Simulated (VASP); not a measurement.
# TiH2 (I4/mmm) in VASP: further runs

Runs on TiH2. Level: r2SCAN. Tasks: single point.

Everything below comes from runs of VASP 6.6.1. Logs are shortened: lines on timing, memory, paths and dates and some standing lists are left out, and cuts for length are marked.

## 1. The cell of the first run

It takes space group I4/mmm (No. 139, tetragonal). Conventional cell: a = 3.247 Å, b = 3.247 Å, c = 4.283 Å, α = 90.00°, β = 90.00°, γ = 90.00°. Within 2.6 Å of Ti (site symmetry 4/mmm) lie 8 H at 1.94 Å. Within 2.6 Å of H (site symmetry -4m2) lie 4 Ti at 1.94 Å and 6 H at 2.14 to 2.30 Å.

## 2. Single point, r2SCAN (7.53 Å³/atom)

Input file POSCAR:

```
TiH2
1.0
   -1.6235348333      1.6235348333      2.1414833085
    1.6235348333     -1.6235348333      2.1414833085
    1.6235348333      1.6235348333     -2.1414833085
Ti H
1 2
Direct
    0.0000000000      0.0000000000      0.0000000000
    0.7500000000      0.2500000000      0.5000000000
    0.2500000000      0.7500000000      0.5000000000
```

Input file INCAR.step1:

```
ALGO = Normal
EDIFF = 1E-4
ENCUT = 520
GGA = PE
ISMEAR = 0
LASPH = T
LCHARG = F
LREAL = F
LWAVE = T
NBANDS = 14
NELM = 80
PREC = Accurate
SIGMA = 0.1
```

Input file INCAR.step2:

```
ALGO = Normal
EDIFF = 1E-6
ENCUT = 520
ISIF = 2
ISMEAR = 0
ISTART = 1
LASPH = T
LCHARG = T
LELF = T
LMIXTAU = T
LREAL = F
LVHAR = T
LWAVE = F
METAGGA = R2SCAN
NBANDS = 14
NELM = 80
PREC = Accurate
SIGMA = 0.1
```

Input file KPOINTS:

```
k-points
0
Gamma
  18 18 18
```

Potentials or basis: VASP PAW PBE potentials, release 64 (Ti_sv, H).

Command:

```console
$ cat potpaw_PBE.64/Ti_sv/POTCAR potpaw_PBE.64/H/POTCAR > POTCAR
$ cp INCAR.step1 INCAR
$ mpirun -np 1 vasp_std > vasp.out
$ cp INCAR.step2 INCAR
$ mpirun -np 1 vasp_std > vasp.out
```

OUTCAR:

```text
EDIFF = 1E-6
   ENCUT = 520
   ISIF = 2
   ISMEAR = 0
   ISTART = 1
   LASPH = T
   LREAL = F
   METAGGA = R2SCAN
   NELM = 80
   PREC = Accurate

 ion  position               nearest neighbor table
   1  0.000  0.000  0.000-
   2  0.750  0.250  0.500-
   3  0.250  0.750  0.500-

  LATTYP: Found a body centered tetragonal cell.
 ALAT       =     3.2470696666
 C/A-ratio  =     1.3190251694

  Lattice vectors:

 A1 = (  -1.6235348333,   1.6235348333,   2.1414833085)
 A2 = (   1.6235348333,  -1.6235348333,   2.1414833085)
 A3 = (   1.6235348333,   1.6235348333,  -2.1414833085)

Analysis of symmetry for initial positions (statically):
=====================================================================
 Subroutine PRICEL returns:
 Original cell was already a primitive cell.

 Routine SETGRP: Setting up the symmetry group for a
 body centered tetragonal supercell.

 Subroutine GETGRP returns: Found 16 space group operations
 (whereof 16 operations were pure point group operations)
 out of a pool of 16 trial point group operations.

The static configuration has the point symmetry D_4h.

Analysis of symmetry for dynamics (positions and initial velocities):
=====================================================================
 Subroutine PRICEL returns:
 Original cell was already a primitive cell.

 Routine SETGRP: Setting up the symmetry group for a
 body centered tetragonal supercell.

 Subroutine GETGRP returns: Found 16 space group operations
 (whereof 16 operations were pure point group operations)
 out of a pool of 16 trial point group operations.

The dynamic configuration has the point symmetry D_4h.

 Subroutine INISYM returns: Found 16 space group operations
 (whereof 16 operations are pure point group operations),
 and found     1 'primitive' translations

----------------------------------------------------------------------------------------

                                     Primitive cell

  volume of cell :      22.5786

  direct lattice vectors                    reciprocal lattice vectors
    -1.623534833  1.623534833  2.141483308     0.000000000  0.307969986  0.233483025
     1.623534833 -1.623534833  2.141483308     0.307969986  0.000000000  0.233483025
     1.623534833  1.623534833 -2.141483308     0.307969986  0.307969986  0.000000000
[... 94 lines left out ...]
   POTIM  = 0.5000    time-step for ionic-motion
   TEBEG  =    0.0;   TEEND  =   0.0 temperature during run
   PSTRESS=    0.0 pullay stress
   NELECT =      14.0000    total number of electrons
   NUPDOWN=      -1.0000    fix difference up-down
   EMIN   =  10.00;   EMAX   =-10.00  energy-range for DOS
   EFERMI =   0.00;   METHOD = LEGACY
   ISMEAR =     0;   SIGMA  =   0.10  broadening in eV -4-tet -1-fermi 0-gaus
   EFERMI_NEDOS =   21; number of points for ismear=-14 and -15
   IALGO  =     38    algorithm
   IMIX   =      4    mixing-type and parameters
     AMIX     =   0.40;   BMIX     =  1.00
     AMIX_MAG =   1.60;   BMIX_MAG =  1.00
  volume/ion in A,a.u.               =       7.53        50.79
  Fermi-wavevector in a.u.,A,eV,Ry     =   1.395998  2.638054 26.515185  1.948811
  Thomas-Fermi vector in A             =   2.519395
   LORBIT       =      0    0 simple, 1 ext, 2 COOP (PROOUT), +10 PAW based schemes
   METAGGA = R2SCAN    functional components
   LHFCALC =     F    Hartree Fock is set to
   AEXX    =    0.0000 exact exchange contribution
   IVDW    =     0    specifies the selected vdW correction
   LEPSILON=     F    determine dielectric tensor
   LRPA    =     F    only Hartree local field effects (RPA)
 non-spin polarized calculation
 Gauss-broadening in eV      SIGMA  =   0.10
  energy-cutoff  :      520.00
  volume of cell :       22.58
 maximum number of plane-waves:       620
   NGX = 11   NGY = 11   NGZ = 11

 number of electron      14.0000002 magnetization

 Free energy of the ion-electron system (eV)
  ---------------------------------------------------
  ext. energy  EPLUGINS =         0.00000000
  ---------------------------------------------------
  free energy    TOTEN  =       -21.46865595 eV

  energy without entropy =      -21.46359391  energy(sigma->0) =      -21.46612493

 E-fermi :   7.5306     XC(G=0): -12.1436

 val. band max:        7.5230058917   @ k =  -0.1667  -0.2222   0.1111
 cond. band min:       7.5348733239   @ k =  -0.1667  -0.1667   0.1667
 fundamental gap:      0.0118674322
 Fermi energy:         7.5306034866

 k-point     1 :       0.0000    0.0000    0.0000
  band No.  band energies     occupation
      1     -52.2768      2.00000
      2     -27.3255      2.00000
      3     -27.3255      2.00000
      4     -27.3147      2.00000
      5      -3.4828      2.00000
      6       7.1435      2.00000
      7       7.1435      2.00000
      8       7.5984      0.33761
      9       7.6954      0.01975
     10       8.6847      0.00000
     11       9.2395      0.00000
     12      21.9292      0.00000
     13      23.4176      0.00000
     14      23.4176      0.00000
[... 377 lines left out ...]
      1     -52.2585      2.00000
      2     -27.4510      2.00000
      3     -27.3478      2.00000
      4     -27.3341      2.00000
      5      -2.4747      2.00000
      6       4.0530      2.00000
      7       7.4063      1.92127
      8       7.7967      0.00017
      9       8.5562      0.00000
     10       9.1608      0.00000
     11      11.4014      0.00000
     12      17.8983      0.00000
     13      21.0164      0.00000
     14      22.4575      0.00000

 [... further k-points ...]

------------------------ aborting loop because EDIFF is reached ----------------------------------------

  FORCE on cell =-STRESS in cart. coord.  units (eV):
  Direction    XX          YY          ZZ          XY          YZ          ZX
  --------------------------------------------------------------------------------------
  -------------------------------------------------------------------------------------
  Total       -1.0225846     -1.0225846     -1.0350139      0.0000000     -0.0000000     -0.0000000
  in kB      -72.5624452    -72.5624452    -73.4444257      0.0000000     -0.0000000     -0.0000000
  external PRESSURE =     -72.8564387 kB  Pullay stress =       0.0000000 kB

 VOLUME and BASIS-vectors are now :
 -----------------------------------------------------------------------------
  energy-cutoff  :      520.00
  volume of cell :       22.58
      direct lattice vectors                 reciprocal lattice vectors
    -1.623534833  1.623534833  2.141483308     0.000000000  0.307969986  0.233483025
     1.623534833 -1.623534833  2.141483308     0.307969986  0.000000000  0.233483025
     1.623534833  1.623534833 -2.141483308     0.307969986  0.307969986  0.000000000

 POSITION                                       TOTAL-FORCE (eV/Angst)
 -----------------------------------------------------------------------------------
      0.00000      0.00000      0.00000         0.000000     -0.000000     -0.000000
      0.00000      1.62353      1.07074        -0.000000     -0.000000     -0.000000
      1.62353      0.00000      1.07074        -0.000000      0.000000      0.000000
 -----------------------------------------------------------------------------------
    total drift:                                0.000000      0.000000      0.000000

  FREE ENERGIE OF THE ION-ELECTRON SYSTEM (eV)
  ---------------------------------------------------
  free  energy   TOTEN  =       -21.4686559470 eV

  energy  without entropy=      -21.4635939124  energy(sigma->0) =      -21.46612493
```

OUTCAR.step1:

```text
EDIFF = 1E-4
   ENCUT = 520
   GGA = PE
   ISMEAR = 0
[... 634 lines left out ...]
      0.00000      0.00000      0.00000        -0.000000      0.000000     -0.000000
      0.00000      1.62353      1.07074        -0.000000      0.000000      0.000000
      1.62353      0.00000      1.07074         0.000000     -0.000000     -0.000000
 -----------------------------------------------------------------------------------
    total drift:                                0.000000      0.000000      0.000000

  FREE ENERGIE OF THE ION-ELECTRON SYSTEM (eV)
  ---------------------------------------------------
  free  energy   TOTEN  =       -16.0648682807 eV

  energy  without entropy=      -16.0586166706  energy(sigma->0) =      -16.06174248
```

OSZICAR.step1:

```text
N       E                     dE             d eps       ncg     rms          rms(c)
DAV:   1     0.994006157750E+02    0.99401E+02   -0.71714E+03 13452   0.115E+03
DAV:   2    -0.132711239533E+02   -0.11267E+03   -0.10862E+03 14250   0.308E+02
DAV:   3    -0.185183768426E+02   -0.52473E+01   -0.52012E+01 18534   0.671E+01
DAV:   4    -0.186285356467E+02   -0.11016E+00   -0.11006E+00 14940   0.855E+00
DAV:   5    -0.186310942358E+02   -0.25586E-02   -0.25586E-02 15996   0.121E+00    0.130E+01
DAV:   6    -0.161519149175E+02    0.24792E+01   -0.34067E+00 13950   0.305E+01    0.262E+00
DAV:   7    -0.160745100588E+02    0.77405E-01   -0.32058E-01 16074   0.457E+00    0.132E+00
DAV:   8    -0.160639907523E+02    0.10519E-01   -0.58562E-02 15702   0.308E+00    0.490E-01
DAV:   9    -0.160651531193E+02   -0.11624E-02   -0.50247E-03 19974   0.888E-01    0.166E-01
DAV:  10    -0.160648779171E+02    0.27520E-03   -0.81225E-04 14302   0.452E-01    0.191E-02
DAV:  11    -0.160648682807E+02    0.96363E-05   -0.44915E-05  7632   0.963E-02
   1 F= -.16064868E+02 E0= -.16061742E+02  d E =-.625161E-02
```

Run time: 17 min. Hardware: 1 thread of AMD EPYC 7R43 (Zen 3), shared host; peak memory 0.23 GiB.

Results:

```yaml
Free_energy: -21.4687 eV
Pressure: -7.3 GPa
Band_gap_on_the_k_mesh: zero (bands 7 and 8 overlap by 0.66 eV)
```

Stress tensor (GPa, compression positive):
```
-7.26  0.00  0.00
 0.00 -7.26  0.00
 0.00  0.00 -7.34
```

Caveat: the cell stands under tension; the PAW data sets were made with another functional, which shifts forces and pressure a little.

## 3. Single point, r2SCAN (7.81 Å³/atom)

This run uses another cell than the first one, of 7.81 Å³/atom.

Input file POSCAR:

```
TiH2
1.0
   -1.6407051996      1.6407051996      2.1760237274
    1.6407051996     -1.6407051996      2.1760237274
    1.6407051996      1.6407051996     -2.1760237274
Ti H
1 2
Direct
    0.0000000000      0.0000000000      0.0000000000
    0.7500000000      0.2500000000      0.5000000000
    0.2500000000      0.7500000000      0.5000000000
```

Input file INCAR.step1:

```
  ALGO = Normal
  EDIFF = 1E-4
  ENCUT = 520
  GGA = PE
  ISMEAR = 0
  LASPH = True
  LCHARG = False
  LREAL = False
  LWAVE = True
  NBANDS = 14
  NELM = 100
  PREC = Accurate
  SIGMA = 0.1
```

Input file INCAR.step2:

```
  ALGO = Normal
  EDIFF = 1E-7
  ENCUT = 520
  ISIF = 2
  ISMEAR = 0
  ISTART = 1
  LASPH = True
  LCHARG = False
  LMIXTAU = True
  LREAL = False
  LWAVE = False
  METAGGA = R2SCAN
  NBANDS = 14
  NELM = 100
  PREC = Accurate
  SIGMA = 0.1
```

KPOINTS is that of step 2.

Potentials or basis: VASP PAW PBE potentials, release 64 (Ti_sv, H).

Command:

```console
$ cat potpaw_PBE.64/Ti_sv/POTCAR potpaw_PBE.64/H/POTCAR > POTCAR
$ cp INCAR.step1 INCAR
$ mpirun -np 1 vasp_std > vasp.out
$ cp INCAR.step2 INCAR
$ mpirun -np 1 vasp_std > vasp.out
```

Run time: 28 min. Hardware: 1 thread of AMD EPYC 7R43 (Zen 3), shared host; peak memory 0.23 GiB.

The run converged. Its results:

```
Free energy            : -21.4201 eV
Pressure               : -11.3 GPa
Band gap on the k mesh : zero (bands 7 and 8 overlap by 0.63 eV)
```

Levels at points of the mesh, in eV from the Fermi level:
```
           k point  band 3  band 4  band 5  band 6  band 7  band 8  band 9  band 10  band 11  band 12
(0.00, 0.00, 0.00)  -34.93  -34.93  -10.81   -0.37   -0.37    0.05    0.11     1.11     1.61    14.10
(0.50, 0.00, 0.00)  -34.99  -34.96   -7.46   -5.64   -0.40    0.14    2.05     2.17     4.43     6.75
(0.50, 0.50, 0.00)  -35.04  -35.01   -6.00   -5.85   -2.96    2.13    2.17     2.35     6.33     7.21
(0.50, 0.50, 0.50)  -35.06  -35.06   -6.37   -5.15   -2.80    2.12    2.22     2.22     6.82     6.82
```

Caveat: the cell stands under tension; the PAW data sets were made with another functional, which shifts forces and pressure a little.
